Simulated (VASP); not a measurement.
# Si16O (a cell with a defect) in VASP: single point with PBE

Aim: the single point of Si16O (a cell with a defect) with PBE.

Everything below comes from runs of VASP 6.6.1. Logs are shortened: lines on timing, memory, paths and dates and some standing lists are left out, and cuts for length are marked.

## 1. The cell of the first run

The cell holds a defect, 17 atoms: a = 7.679 Å, b = 7.679 Å, c = 7.679 Å, α = 60.00°, β = 60.00°, γ = 60.00°.

## 2. Single point, PBE, collinear spin, ferromagnetic start

File INCAR:

```
ALGO     = Normal         # electronic algorithm
EDIFF    = 1E-6           # SCF threshold, eV
ENCUT    = 520            # plane-wave cutoff, eV
GGA      = PE             # functional
ISIF     = 2              # what is computed and relaxed
ISMEAR   = -1             # smearing method
ISPIN    = 2              # spin polarisation
LASPH    = True           # aspherical terms in the spheres
LCHARG   = False          # write CHGCAR
LORBIT   = 11             # projections on sites
LREAL    = Auto         
LWAVE    = False          # write WAVECAR
MAGMOM   = 0 0 0 0 0 0 0 0 0 0 0 0 0 0 0 0 1 # initial moments
NBANDS   = 53             # bands
NELM     = 150            # most SCF steps
PREC     = Accurate       # precision mode
SIGMA    = 0.02           # smearing width, eV
```

File KPOINTS:

```
k-points
0
Gamma
  2 2 2
```

File POSCAR:

```
Si16O
1.0
    0.0000000000      5.4300000000      5.4300000000
    5.4300000000      0.0000000000      5.4300000000
    5.4300000000      5.4300000000      0.0000000000
Si O
16 1
Direct
    0.0427808471      0.0085635359     -0.0495211786
    0.0748618785      0.0881952118      0.2178268877
   -0.0714825046     -0.0499539595      0.5822191529
    0.0888858195      0.1375782689      0.5992541436
    0.0388397790      0.4644935543      0.0023020258
    0.0930386740      0.6275690608      0.1427808471
    0.0260313076      0.4841344383      0.5020534070
    0.1569244936      0.5966298343      0.6286556169
    0.4578176796      0.0096777164      0.0923664825
    0.6615837937      0.1591344383      0.1479742173
    0.4667495396     -0.0264364641      0.4845027624
    0.5642357274      0.1169060773      0.6067034991
    0.4849815838      0.5078729282      0.0841712707
    0.6935359116      0.6648987109      0.0416022099
    0.5961141805      0.4861325967      0.4327624309
    0.6280386740      0.5651104972      0.6596961326
    0.4058379374      1.0911418048      0.8530939227
```

Potentials or basis: VASP PAW PBE potentials, release 64 (Si, O).

Started as:

```
$ cat potpaw_PBE.64/Si/POTCAR potpaw_PBE.64/O/POTCAR > POTCAR
$ mpirun -np 1 vasp_std > vasp.out
```

OUTCAR:

```text
EDIFF = 1E-6
   ENCUT = 520
   GGA = PE
   ISIF = 2
   ISMEAR = -1
   ISPIN = 2
   LASPH = True
   LORBIT = 11
   LREAL = Auto
   NELM = 150
   PREC = Accurate

 ion  position               nearest neighbor table
   1  0.043  0.009  0.950-   4 2.26   6 2.45  10 2.48   2 2.56
   2  0.075  0.088  0.218-   3 2.30   9 2.43   5 2.46   1 2.56
   3  0.929  0.950  0.582-   2 2.30   8 2.34  12 2.37   4 2.39
   4  0.089  0.138  0.599-   7 2.23   1 2.26  11 2.38   3 2.39
   5  0.039  0.464  0.002-  14 2.25   6 2.29   8 2.34   2 2.46
   6  0.093  0.628  0.143-   7 2.28   5 2.29   1 2.45  13 2.53
   7  0.026  0.484  0.502-   4 2.23   6 2.28   8 2.32  16 2.52
   8  0.157  0.597  0.629-   7 2.32   3 2.34   5 2.34  15 2.77
   9  0.458  0.010  0.092-  17 1.81   2 2.43  14 2.44  10 2.63  11 2.92  12 3.13
  10  0.662  0.159  0.148-  13 2.23  11 2.35   1 2.48   9 2.63  12 3.09
  11  0.467  0.974  0.485-  12 2.28  10 2.35   4 2.38  16 2.60   9 2.92
  12  0.564  0.117  0.607-  17 1.63  11 2.28   3 2.37  15 2.54  10 3.09   9 3.13
  13  0.485  0.508  0.084-  10 2.23  14 2.27   6 2.53  16 2.74  15 3.10
  14  0.694  0.665  0.042-   5 2.25  13 2.27   9 2.44  15 2.47
  15  0.596  0.486  0.433-  16 2.26  14 2.47  12 2.54   8 2.77  13 3.10
  16  0.628  0.565  0.660-  15 2.26   7 2.52  11 2.60  13 2.74
  17  0.406  0.091  0.853-  12 1.63   9 1.81

  LATTYP: Found a face centered cubic cell.
 ALAT       =    10.8600000000

  Lattice vectors:

 A1 = (   0.0000000000,   5.4300000000,   5.4300000000)
 A2 = (   5.4300000000,   0.0000000000,   5.4300000000)
 A3 = (   5.4300000000,   5.4300000000,   0.0000000000)

Analysis of symmetry for initial positions (statically):
=====================================================================
 Subroutine PRICEL returns:
 Original cell was already a primitive cell.

 Routine SETGRP: Setting up the symmetry group for a
 face centered cubic supercell.

 Subroutine GETGRP returns: Found  1 space group operations
 (whereof  1 operations were pure point group operations)
 out of a pool of 48 trial point group operations.

The static configuration has the point symmetry C_1 .

Analysis of symmetry for dynamics (positions and initial velocities):
=====================================================================
 Subroutine PRICEL returns:
 Original cell was already a primitive cell.

 Routine SETGRP: Setting up the symmetry group for a
 face centered cubic supercell.

 Subroutine GETGRP returns: Found  1 space group operations
 (whereof  1 operations were pure point group operations)
 out of a pool of 48 trial point group operations.

The dynamic configuration has the point symmetry C_1 .

Analysis of structural, dynamic, and magnetic symmetry:
=====================================================================
 Subroutine PRICEL returns:
 Original cell was already a primitive cell.

 Routine SETGRP: Setting up the symmetry group for a
 face centered cubic supercell.

 Subroutine GETGRP returns: Found  1 space group operations
 (whereof  1 operations were pure point group operations)
 out of a pool of 48 trial point group operations.

The overall configuration has the point symmetry C_1 .

 Subroutine INISYM returns: Found  1 space group operations
 (whereof  1 operations are pure point group operations),
 and found     1 'primitive' translations

----------------------------------------------------------------------------------------

                                     Primitive cell

  volume of cell :     320.2060

  direct lattice vectors                    reciprocal lattice vectors
     0.000000000  5.430000000  5.430000000    -0.092081031  0.092081031  0.092081031
     5.430000000  0.000000000  5.430000000     0.092081031 -0.092081031  0.092081031
     5.430000000  5.430000000  0.000000000     0.092081031  0.092081031 -0.092081031

  length of vectors
     7.679179644  7.679179644  7.679179644     0.159489025  0.159489025  0.159489025

  position of ions in fractional coordinates (direct lattice)
     0.042780847  0.008563536  0.950478821
     0.074861879  0.088195212  0.217826888
[... 74 lines left out ...]
   total plane-waves  NPLWV = 216000
   dimension x,y,z NGX =    60 NGY =   60 NGZ =   60
   dimension x,y,z NGXF=   120 NGYF=  120 NGZF=  120
   ions per type =              16   1
   NGX,Y,Z   is equivalent  to a cutoff of  12.99, 12.99, 12.99 a.u.
   NGXF,Y,Z  is equivalent  to a cutoff of  25.98, 25.98, 25.98 a.u.
 SYSTEM =  unknown system
   PREC   = accura    normal or accurate (medium, high low for compatibility)
   ISTART =      0    job   : 0-new  1-cont  2-samecut
   ICHARG =      2    charge: 1-file 2-atom 10-const
   ISPIN  =      2    spin polarized calculation?
   LNONCOLLINEAR =      F non collinear calculations
   LSORBIT =      F    spin-orbit coupling
   LASPH  =      T    aspherical Exc in radial PAW
   ENCUT  =  520.0 eV  38.22 Ry    6.18 a.u.  14.28 14.28 14.28*2*pi/ulx,y,z
   NELM   =    150;   NELMIN=  2; NELMDL= -5     # of ELM steps
   EDIFF  = 0.1E-05   stopping-criterion for ELM
   LREAL  =      T    real-space projection
   EDIFFG = 0.1E-04   stopping-criterion for IOM
   NSW    =      0    number of steps for IOM
   IBRION =     -1    ionic relax: 0-MD 1-quasi-New 2-CG
   NFREE  =      0    steps in history (QN), initial steepest desc. (CG)
   ISIF   =      2    stress and relaxation
   ISYM   =      2    0-nonsym 1-usesym 2-fastsym
   POTIM  = 0.5000    time-step for ionic-motion
   TEBEG  =    0.0;   TEEND  =   0.0 temperature during run
   PSTRESS=    0.0 pullay stress
   NELECT =      70.0000    total number of electrons
   NUPDOWN=      -1.0000    fix difference up-down
   EMIN   =  10.00;   EMAX   =-10.00  energy-range for DOS
   EFERMI =   0.00;   METHOD = LEGACY
   ISMEAR =    -1;   SIGMA  =   0.02  broadening in eV -4-tet -1-fermi 0-gaus
   EFERMI_NEDOS =   21; number of points for ismear=-14 and -15
   IALGO  =     38    algorithm
   IMIX   =      4    mixing-type and parameters
     AMIX     =   0.40;   BMIX     =  1.00
     AMIX_MAG =   1.60;   BMIX_MAG =  1.00
  volume/ion in A,a.u.               =      18.84       127.11
  Fermi-wavevector in a.u.,A,eV,Ry     =   0.986199  1.863645 13.232857  0.972588
  Thomas-Fermi vector in A             =   2.117562
   LORBIT       =     11    0 simple, 1 ext, 2 COOP (PROOUT), +10 PAW based schemes
   GGA     = PE    functional components
   LHFCALC =     F    Hartree Fock is set to
   AEXX    =    0.0000 exact exchange contribution
   IVDW    =     0    specifies the selected vdW correction
   LEPSILON=     F    determine dielectric tensor
   LRPA    =     F    only Hartree local field effects (RPA)
 spin polarized calculation
  energy-cutoff  :      520.00
  volume of cell :      320.21
 maximum number of plane-waves:      8646
 NGX is ok and might be reduce to    60
   NGX = 29   NGY = 29   NGZ = 29

 number of electron      69.9999999 magnetization      -0.0005577

 number of electron      69.9999999 magnetization       0.0000036

 Free energy of the ion-electron system (eV)
  ---------------------------------------------------
  ext. energy  EPLUGINS =         0.00000000
  ---------------------------------------------------
  free energy    TOTEN  =       -87.97938929 eV

  energy without entropy =      -87.97906610  energy(sigma->0) =      -87.97922769

 E-fermi :   6.1881     XC(G=0):  -9.6397

 val. band max:        6.0745898025   @ k =   0.0000   0.0000   0.0000
 cond. band min:       6.2953645327   @ k =   0.0000   0.0000   0.0000
 fundamental gap:      0.2207747302
 Fermi energy:         6.1881163765

 spin component 1

 k-point     1 :       0.0000    0.0000    0.0000
  band No.  band energies     occupation
      1     -14.0700      1.00000
      2      -5.9117      1.00000
      3      -4.1955      1.00000
      4      -3.7755      1.00000
      5      -3.6184      1.00000
      6      -3.3842      1.00000
[... 389 lines left out ...]
     46       9.8061      0.00000
     47       9.9169      0.00000
 Fermi energy:         6.1881163765

 spin component 2

 k-point     1 :       0.0000    0.0000    0.0000
  band No.  band energies     occupation
      1     -14.0700      1.00000
      2      -5.9117      1.00000
      3      -4.1955      1.00000
      4      -3.7755      1.00000
      5      -3.6184      1.00000
      6      -3.3842      1.00000
[... 389 lines left out ...]
     46       9.8061      0.00000
     47       9.9169      0.00000
 [bands above 47 left out]

------------------------ aborting loop because EDIFF is reached ----------------------------------------

  FORCE on cell =-STRESS in cart. coord.  units (eV):
  Direction    XX          YY          ZZ          XY          YZ          ZX
  --------------------------------------------------------------------------------------
  -------------------------------------------------------------------------------------
  Total        5.1369004      2.0338686     -0.2424448      0.3956141     -3.0289562     -0.2856858
  in kB       25.7029067     10.1766302     -1.2130928      1.9794878    -15.1556333     -1.4294527
  external PRESSURE =      11.5554814 kB  Pullay stress =       0.0000000 kB

 VOLUME and BASIS-vectors are now :
 -----------------------------------------------------------------------------
  energy-cutoff  :      520.00
  volume of cell :      320.21
      direct lattice vectors                 reciprocal lattice vectors
     0.000000000  5.430000000  5.430000000    -0.092081031  0.092081031  0.092081031
     5.430000000  0.000000000  5.430000000     0.092081031 -0.092081031  0.092081031
     5.430000000  5.430000000  0.000000000     0.092081031  0.092081031 -0.092081031

 POSITION                                       TOTAL-FORCE (eV/Angst)
 -----------------------------------------------------------------------------------
      5.20760      5.39340      0.27880         2.402191      1.793472     -1.805277
      1.66170      1.58930      0.88540        -1.328072     -0.846897      1.058592
      8.32020      8.20330     10.20060         0.380160     -0.129700     -0.004564
      4.00100      3.73660      1.22970        -1.432157      0.648812     -0.369361
      2.53470      0.22340      2.73310        -0.790694      0.774180     -0.538642
      4.18300      1.28050      3.91290        -0.096282      0.317443      2.045229
[... 9 lines left out ...]
      6.65070      6.99240      6.47880         1.505857      0.528930      1.418266
      5.12720      6.83600      2.69860         1.068866      0.961852      0.366793
 -----------------------------------------------------------------------------------
    total drift:                               -0.001997      0.006061     -0.000117

  FREE ENERGIE OF THE ION-ELECTRON SYSTEM (eV)
  ---------------------------------------------------
  free  energy   TOTEN  =       -87.9793892875 eV

  energy  without entropy=      -87.9790660989  energy(sigma->0) =      -87.97922769

 total charge

# of ion       s       p       d       tot
------------------------------------------
    1        0.762   0.859   0.000   1.621
    2        0.775   0.851   0.000   1.626
    3        0.764   0.925   0.000   1.689
    4        0.753   0.951   0.000   1.705
    5        0.758   0.937   0.000   1.695
    6        0.756   0.906   0.000   1.661
[... 9 lines left out ...]
   16        0.781   0.823   0.000   1.604
   17        1.578   3.544   0.000   5.121
--------------------------------------------------
tot         13.828  17.731   0.000  31.559

 magnetization (x)

# of ion       s       p       d       tot
------------------------------------------
    1        0.000  -0.000   0.000   0.000
    2        0.000   0.000   0.000   0.000
    3       -0.000  -0.000   0.000  -0.000
    4       -0.000  -0.000   0.000  -0.000
    5        0.000   0.000   0.000   0.000
    6       -0.000  -0.000   0.000  -0.000
[... 9 lines left out ...]
   16       -0.000  -0.000   0.000  -0.000
   17        0.000   0.000   0.000   0.000
--------------------------------------------------
tot          0.000   0.000   0.000   0.000
```

It took 16 min on 1 thread of AMD EPYC 7R43 (Zen 3), shared host; peak memory 0.68 GiB.

Results:

```yaml
Free_energy: -87.9794 eV
Pressure: 1.2 GPa
Largest_force: 3.499 eV/Å
Band_gap_on_the_k_mesh: 0.22 eV
Net_moment: 0.00 μB per cell
Valence_electrons_inside_the_program's_atomic_spheres: Si 1.62, 1.63, 1.69, 1.71, 1.70, 1.66, 1.65, 1.55, 1.67, 1.61, 1.60 (each value once); O 5.12
```

Forces in eV/Å, atoms in the order of the input:
```
Si   2.402  1.793 -1.805
Si  -1.328 -0.847  1.059
Si   0.380 -0.130 -0.005
Si  -1.432  0.649 -0.369
Si  -0.791  0.774 -0.539
Si  -0.096  0.317  2.045
Si   1.726 -1.288 -0.579
Si  -0.964  0.917  0.834
Si  -0.657 -0.585  0.549
Si  -2.271 -0.370 -1.225
Si  -0.849  0.846 -0.614
Si  -0.025  0.100  1.425
Si  -0.596 -2.396 -0.107
Si   2.197  0.078 -0.319
Si  -0.271 -1.349 -2.135
Si   1.506  0.529  1.418
O    1.069  0.962  0.367
```

Stress tensor (GPa, compression positive):
```
 2.57  0.20 -0.14
 0.20  1.02 -1.52
-0.14 -1.52 -0.12
```

Caveat: the k points lie up to 0.50 Å⁻¹ apart; the atoms stand as in a frame of molecular dynamics; semilocal functionals underestimate gaps, and a narrow one can read as zero.
